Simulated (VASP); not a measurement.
# Nb (Pm-3m) in VASP: a series of runs

Nb is run at these levels: PBE; tasks: single point.

All numbers are computed with VASP 6.6.1; they aren't measurements. Logs are shortened: lines on timing, memory, paths and dates and some standing lists are left out, and cuts for length are marked.

## 1. The cell of the first run

It takes space group Pm-3m (No. 221, cubic). The conventional cell has a = 2.160 Å, b = 2.160 Å, c = 2.160 Å, α = 90.00°, β = 90.00°, γ = 90.00°. Nb (site symmetry m-3m) has 6 Nb at 2.16 Å within 2.9 Å.

This isn't the form of Nb at room conditions, which is bcc.

## 2. Single point, PBE (10.08 Å³/atom)

INCAR

```
SYSTEM = Nb
PREC     = Accurate       ! precision mode
ENCUT    = 500            ! plane-wave cutoff, eV
EDIFF    = 1E-6           ! SCF threshold, eV
ISMEAR   = -1             ! smearing method
SIGMA    = 0.1            ! smearing width, eV
LREAL    = .FALSE.        ! projectors in reciprocal space
LASPH    = .TRUE.         ! aspherical terms in the spheres
NELM     = 120            ! most SCF steps
ALGO     = Normal         ! electronic algorithm
ISIF     = 2              ! what is computed and relaxed
LWAVE    = .FALSE.        ! write WAVECAR
LCHARG   = .TRUE.         ! write CHGCAR
GGA      = PE             ! functional
LELF     = .TRUE.         ! ELF
LVHAR    = .TRUE.       
NBANDS   = 12             ! bands
GGA_COMPAT= .FALSE.
```

KPOINTS

```
Automatic mesh
0
G
  16 16 16
  0 0 0
```

POSCAR

```
Nb
1.0
    2.1604013300      0.0000000000      0.0000000000
    0.0000000000      2.1604013300      0.0000000000
    0.0000000000      0.0000000000      2.1604013300
Nb
1
Direct
    0.0000000000      0.0000000000      0.0000000000
```

Potentials or basis: VASP PAW PBE potentials, release 64 (Nb_sv).

Run with:

```console
$ cat potpaw_PBE.64/Nb_sv/POTCAR > POTCAR
$ mpirun -np 1 vasp_std > vasp.out
```

OUTCAR:

```text
SYSTEM = Nb
   PREC = Accurate
   ENCUT = 500
   EDIFF = 1E-6
   ISMEAR = -1
   LREAL = .FALSE.
   LASPH = .TRUE.
   NELM = 120
   ISIF = 2
   GGA = PE

 ion  position               nearest neighbor table
   1  0.000  0.000  0.000-

  LATTYP: Found a simple cubic cell.
 ALAT       =     2.1604013300

  Lattice vectors:

 A1 = (   2.1604013300,   0.0000000000,   0.0000000000)
 A2 = (   0.0000000000,   2.1604013300,   0.0000000000)
 A3 = (   0.0000000000,   0.0000000000,   2.1604013300)

Analysis of symmetry for initial positions (statically):
=====================================================================
 Subroutine PRICEL returns:
 Original cell was already a primitive cell.

 Routine SETGRP: Setting up the symmetry group for a
 simple cubic supercell.

 Subroutine GETGRP returns: Found 48 space group operations
 (whereof 48 operations were pure point group operations)
 out of a pool of 48 trial point group operations.

The static configuration has the point symmetry O_h .

Analysis of symmetry for dynamics (positions and initial velocities):
=====================================================================
 Subroutine PRICEL returns:
 Original cell was already a primitive cell.

 Routine SETGRP: Setting up the symmetry group for a
 simple cubic supercell.

 Subroutine GETGRP returns: Found 48 space group operations
 (whereof 48 operations were pure point group operations)
 out of a pool of 48 trial point group operations.

The dynamic configuration has the point symmetry O_h .

 Subroutine INISYM returns: Found 48 space group operations
 (whereof 48 operations are pure point group operations),
 and found     1 'primitive' translations

----------------------------------------------------------------------------------------

                                     Primitive cell

  volume of cell :      10.0833

  direct lattice vectors                    reciprocal lattice vectors
     2.160401330  0.000000000  0.000000000     0.462876960  0.000000000  0.000000000
     0.000000000  2.160401330  0.000000000     0.000000000  0.462876960  0.000000000
     0.000000000  0.000000000  2.160401330     0.000000000  0.000000000  0.462876960

  length of vectors
     2.160401330  2.160401330  2.160401330     0.462876960  0.462876960  0.462876960

  position of ions in fractional coordinates (direct lattice)
     0.000000000  0.000000000  0.000000000

  ion indices of the primitive-cell ions
   primitive index   ion index
                 1           1

----------------------------------------------------------------------------------------

 KPOINTS: Automatic mesh

Automatic generation of k-mesh.
 Grid dimensions read from file:
 generate k-points for:   16   16   16

 Generating k-lattice:

  Cartesian coordinates                     Fractional coordinates (reciprocal lattice)
     0.028929810  0.000000000  0.000000000     0.062500000  0.000000000  0.000000000
     0.000000000  0.028929810  0.000000000     0.000000000  0.062500000  0.000000000
     0.000000000  0.000000000  0.028929810     0.000000000  0.000000000  0.062500000

  Length of vectors
     0.028929810  0.028929810  0.028929810

  Shift w.r.t. Gamma in fractional coordinates (k-lattice)
     0.000000000  0.000000000  0.000000000

 Subroutine IBZKPT returns following result:
 ===========================================

 Found    165 irreducible k-points:

 Following reciprocal coordinates:
            Coordinates               Weight
  0.000000  0.000000  0.000000      1.000000
  0.062500  0.000000  0.000000      6.000000
  0.125000  0.000000  0.000000      6.000000
  0.187500  0.000000  0.000000      6.000000
  0.250000  0.000000  0.000000      6.000000
  0.312500  0.000000  0.000000      6.000000
[... 16 lines left out ...]
  0.437500  0.125000  0.000000     24.000000
  0.500000  0.125000  0.000000     12.000000
 [... further k-points ...]
   k-points           NKPTS =    165   k-points in BZ     NKDIM =    165   number of bands    NBANDS=     12
   number of dos      NEDOS =    301   number of ions     NIONS =      1
   total plane-waves  NPLWV =   4096
   dimension x,y,z NGX =    16 NGY =   16 NGZ =   16
   dimension x,y,z NGXF=    32 NGYF=   32 NGZF=   32
   ions per type =               1
   NGX,Y,Z   is equivalent  to a cutoff of  12.31, 12.31, 12.31 a.u.
   NGXF,Y,Z  is equivalent  to a cutoff of  24.62, 24.62, 24.62 a.u.
 SYSTEM =  Nb
   PREC   = accura    normal or accurate (medium, high low for compatibility)
   ISTART =      0    job   : 0-new  1-cont  2-samecut
   ICHARG =      2    charge: 1-file 2-atom 10-const
   ISPIN  =      1    spin polarized calculation?
   LNONCOLLINEAR =      F non collinear calculations
   LSORBIT =      F    spin-orbit coupling
   LASPH  =      T    aspherical Exc in radial PAW
   ENCUT  =  500.0 eV  36.75 Ry    6.06 a.u.   3.94  3.94  3.94*2*pi/ulx,y,z
   NELM   =    120;   NELMIN=  2; NELMDL= -5     # of ELM steps
   EDIFF  = 0.1E-05   stopping-criterion for ELM
   LREAL  =      F    real-space projection
[... 7 lines left out ...]
   TEBEG  =    0.0;   TEEND  =   0.0 temperature during run
   PSTRESS=    0.0 pullay stress
   NELECT =      13.0000    total number of electrons
   NUPDOWN=      -1.0000    fix difference up-down
   EMIN   =  10.00;   EMAX   =-10.00  energy-range for DOS
   EFERMI =   0.00;   METHOD = LEGACY
   ISMEAR =    -1;   SIGMA  =   0.10  broadening in eV -4-tet -1-fermi 0-gaus
   EFERMI_NEDOS =   21; number of points for ismear=-14 and -15
   IALGO  =     38    algorithm
   IMIX   =      4    mixing-type and parameters
     AMIX     =   0.40;   BMIX     =  1.00
     AMIX_MAG =   1.60;   BMIX_MAG =  1.00
  volume/ion in A,a.u.               =      10.08        68.05
  Fermi-wavevector in a.u.,A,eV,Ry     =   1.781783  3.367082 43.195112  3.174751
  Thomas-Fermi vector in A             =   2.846304
   LORBIT       =      0    0 simple, 1 ext, 2 COOP (PROOUT), +10 PAW based schemes
   GGA     = PE    functional components
   LHFCALC =     F    Hartree Fock is set to
   AEXX    =    0.0000 exact exchange contribution
   IVDW    =     0    specifies the selected vdW correction
   LEPSILON=     F    determine dielectric tensor
   LRPA    =     F    only Hartree local field effects (RPA)
 non-spin polarized calculation
  energy-cutoff  :      500.00
  volume of cell :       10.08
 maximum number of plane-waves:       280
 NGX is ok and might be reduce to    16
   NGX =  7   NGY =  7   NGZ =  7

 number of electron      12.9999998 magnetization

 Free energy of the ion-electron system (eV)
  ---------------------------------------------------
  ext. energy  EPLUGINS =         0.00000000
  ---------------------------------------------------
  free energy    TOTEN  =        -3.10206386 eV

  energy without entropy =       -3.07869414  energy(sigma->0) =       -3.09037900

 E-fermi :  22.1153     XC(G=0): -15.7210

 val. band max:       22.0870067037   @ k =   0.3125   0.3125   0.1875
 cond. band min:      22.1201698008   @ k =   0.3750   0.1875   0.1875
 fundamental gap:      0.0331630971
 Fermi energy:        22.1153060696

 k-point     1 :       0.0000    0.0000    0.0000
  band No.  band energies     occupation
      1     -35.1572      2.00000
      2      -6.3004      2.00000
      3      -6.3004      2.00000
      4      -6.3004      2.00000
      5      14.8036      2.00000
      6      14.8036      2.00000
      7      16.2473      2.00000
      8      32.5947      0.00000
      9      32.5947      0.00000
     10      32.5947      0.00000
     11      44.0503      0.00000
     12      44.0503      0.00000

 k-point     2 :       0.0625    0.0000    0.0000
  band No.  band energies     occupation
      1     -35.1024      2.00000
      2      -6.6952      2.00000
      3      -6.2678      2.00000
      4      -6.2678      2.00000
      5      14.8683      2.00000
      6      15.2015      2.00000
      7      16.5405      2.00000
      8      32.0186      0.00000
      9      32.0186      0.00000
     10      32.6310      0.00000
     11      43.1813      0.00000
     12      44.5991      0.00000

 k-point     3 :       0.1250    0.0000    0.0000
  band No.  band energies     occupation
      1     -34.9430      2.00000
      2      -7.7408      2.00000
      3      -6.1739      2.00000
      4      -6.1739      2.00000
      5      15.0569      2.00000
      6      15.9086      2.00000
      7      17.7442      2.00000
      8      30.6327      0.00000
      9      30.6327      0.00000
     10      32.7356      0.00000
     11      41.2865      0.00000
     12      45.8425      0.00000
[... 286 lines left out ...]
 k-point    23 :       0.4375    0.1250    0.0000
  band No.  band energies     occupation
      1     -33.3382      2.00000
      2     -13.5954      2.00000
      3      -6.7235      2.00000
      4      -5.2998      2.00000
      5      17.7474      2.00000
      6      19.5673      2.00000
      7      21.5524      1.99285
      8      24.5145      0.00000
      9      28.1680      0.00000
     10      31.9386      0.00000
     11      38.5983      0.00000
     12      40.5428      0.00000

 k-point    24 :       0.5000    0.1250    0.0000
  band No.  band energies     occupation
      1     -33.2623      2.00000
      2     -13.8377      2.00000
      3      -6.6793      2.00000
      4      -5.2625      2.00000
      5      17.8566      2.00000
      6      19.5475      2.00000
      7      21.5705      1.99143
      8      24.2941      0.00000
      9      28.1238      0.00000
     10      31.9932      0.00000
     11      38.4011      0.00000
     12      41.6422      0.00000

 [... further k-points ...]

------------------------ aborting loop because EDIFF is reached ----------------------------------------

  FORCE on cell =-STRESS in cart. coord.  units (eV):
  Direction    XX          YY          ZZ          XY          YZ          ZX
  --------------------------------------------------------------------------------------
  -------------------------------------------------------------------------------------
  Total       22.2430745     22.2430745     22.2430745     -0.0000000     -0.0000000      0.0000000
  in kB     3534.2892642   3534.2892642   3534.2892642     -0.0000000     -0.0000000      0.0000000
  external PRESSURE =    3534.2892642 kB  Pullay stress =       0.0000000 kB

 VOLUME and BASIS-vectors are now :
 -----------------------------------------------------------------------------
  energy-cutoff  :      500.00
  volume of cell :       10.08
      direct lattice vectors                 reciprocal lattice vectors
     2.160401330  0.000000000  0.000000000     0.462876960  0.000000000  0.000000000
     0.000000000  2.160401330  0.000000000     0.000000000  0.462876960  0.000000000
     0.000000000  0.000000000  2.160401330     0.000000000  0.000000000  0.462876960

 POSITION                                       TOTAL-FORCE (eV/Angst)
 -----------------------------------------------------------------------------------
      0.00000      0.00000      0.00000         0.000000      0.000000      0.000000
 -----------------------------------------------------------------------------------
    total drift:                               -0.000000     -0.000000     -0.000000

  FREE ENERGIE OF THE ION-ELECTRON SYSTEM (eV)
  ---------------------------------------------------
  free  energy   TOTEN  =        -3.1020638641 eV

  energy  without entropy=       -3.0786941352  energy(sigma->0) =       -3.09037900
```

It took 16 s on 1 thread of Intel Xeon 8259CL, shared host; peak memory 0.13 GiB.

Results:

```yaml
Free_energy: -3.1021 eV
Pressure: 353.4 GPa
Band_gap_on_the_k_mesh: zero (an odd number of electrons rules out a gap without spin polarisation)
```

Caveat: the cell stands under pressure.

## 3. Single point, PBE (15.73 Å³/atom)

This run uses another cell than the first one, of 15.73 Å³/atom.

INCAR

```
SYSTEM = Nb
ALGO     = Normal         ! electronic algorithm
EDIFF    = 1E-6           ! SCF threshold, eV
ENCUT    = 500            ! plane-wave cutoff, eV
GGA      = PE             ! functional
GGA_COMPAT= .False.      
ISIF     = 2              ! what is computed and relaxed
ISMEAR   = -1             ! smearing method
LASPH    = .True.         ! aspherical terms in the spheres
LCHARG   = .False.        ! write CHGCAR
LREAL    = .False.        ! projectors in reciprocal space
LWAVE    = .False.        ! write WAVECAR
NBANDS   = 12             ! bands
NELM     = 120            ! most SCF steps
PREC     = Accurate       ! precision mode
SIGMA    = 0.1            ! smearing width, eV
```

KPOINTS

```
k-points
0
Gamma
  16 16 16
  0 0 0
```

POSCAR

```
Nb
1.0
    2.5055859327      0.0000000000      0.0000000000
    0.0000000000      2.5055859327      0.0000000000
    0.0000000000      0.0000000000      2.5055859327
Nb
1
Direct
    0.0000000000      0.0000000000      0.0000000000
```

Potentials or basis: VASP PAW PBE potentials, release 64 (Nb_sv).

Run with:

```console
$ cat potpaw_PBE.64/Nb_sv/POTCAR > POTCAR
$ mpirun -np 1 vasp_std > vasp.out
```

It took 34 s on 1 thread of Intel Xeon 8259CL, shared host; peak memory 0.14 GiB.

The run converged. Its results:

```yaml
Free_energy: -8.6681 eV
Pressure: 51.4 GPa
Band_gap_on_the_k_mesh: zero (an odd number of electrons rules out a gap without spin polarisation)
```

Levels at points of the mesh, in eV from the Fermi level:
```csv
k point,band 5,band 6,band 7,band 8,band 9,band 10
"(0.00, 0.00, 0.00)",-6.04,-3.90,-3.90,6.74,6.74,6.74
"(0.50, 0.00, 0.00)",-2.69,-2.60,1.06,2.11,2.11,7.24
"(0.50, 0.50, 0.00)",-5.83,-1.16,3.10,3.10,7.48,7.48
"(0.50, 0.50, 0.50)",-3.73,-3.73,-3.73,6.93,10.16,10.16
```

Caveat: the cell stands under pressure.

## 4. Single point, PBE

This run uses another cell than the first one, of 20.17 Å³/atom.

INCAR

```
PREC = Accurate
ENCUT = 500
EDIFF = 1E-6
ISMEAR = -1
SIGMA = 0.1
LREAL = F
LASPH = T
NELM = 120
ALGO = Normal
ISIF = 2
LWAVE = F
LCHARG = F
GGA = PE
NBANDS = 12
GGA_COMPAT = F
```

KPOINTS

```
Automatic mesh
0
Gamma
  16 16 16
```

POSCAR

```
Nb
1.0
    2.7219351119      0.0000000000      0.0000000000
    0.0000000000      2.7219351119      0.0000000000
    0.0000000000      0.0000000000      2.7219351119
Nb
1
Direct
    0.0000000000      0.0000000000      0.0000000000
```

Run with:

```console
$ cat potpaw_PBE.64/Nb_sv/POTCAR > POTCAR
$ mpirun -np 1 vasp_std > vasp.out
```

It took 41 s on 1 thread of Intel Xeon 8259CL, shared host; peak memory 0.15 GiB.

It converged, with:

| Quantity | Value |
| --- | --- |
| Free energy | -9.2502 eV |
| Pressure | -0.2 GPa |
| Band gap on the k mesh | zero (an odd number of electrons rules out a gap without spin polarisation) |

Levels at points of the mesh, in eV from the Fermi level:
```tsv
k point	band 3	band 4	band 5	band 6	band 7	band 8	band 9	band 10	band 11	band 12
(0.00, 0.00, 0.00)	-29.93	-29.93	-5.56	-2.73	-2.73	5.11	5.11	5.11	14.61	14.61
(0.50, 0.00, 0.00)	-29.80	-29.80	-2.48	-1.84	0.55	1.89	1.89	5.44	9.64	13.43
(0.50, 0.50, 0.00)	-31.15	-29.68	-3.99	-1.01	2.57	2.57	5.77	5.77	7.25	13.96
(0.50, 0.50, 0.50)	-30.96	-30.96	-2.42	-2.42	-2.42	7.41	7.48	7.48	12.24	12.24
```

## 5. The runs side by side

```tsv
cell	gap on the mesh (eV)	pressure (GPa)
a = 2.160 Å, 1 atom	none	353.4
a = 2.506 Å, 1 atom	none	51.4
a = 2.722 Å, 1 atom	none	-0.2
```

Alike in all rows: task single point; level PBE; potentials or basis VASP PAW PBE potentials, release 64 (Nb_sv); no spin polarisation; k mesh 16 × 16 × 16; cutoff (eV) 500; smearing fermi-dirac 0.1 eV.

Caveats: the cell stands under pressure (at least some runs).

Absolute energies hang on the potentials; compare differences alone.

The gap in the log of VASP goes by the Fermi energy; the results here count the filled bands.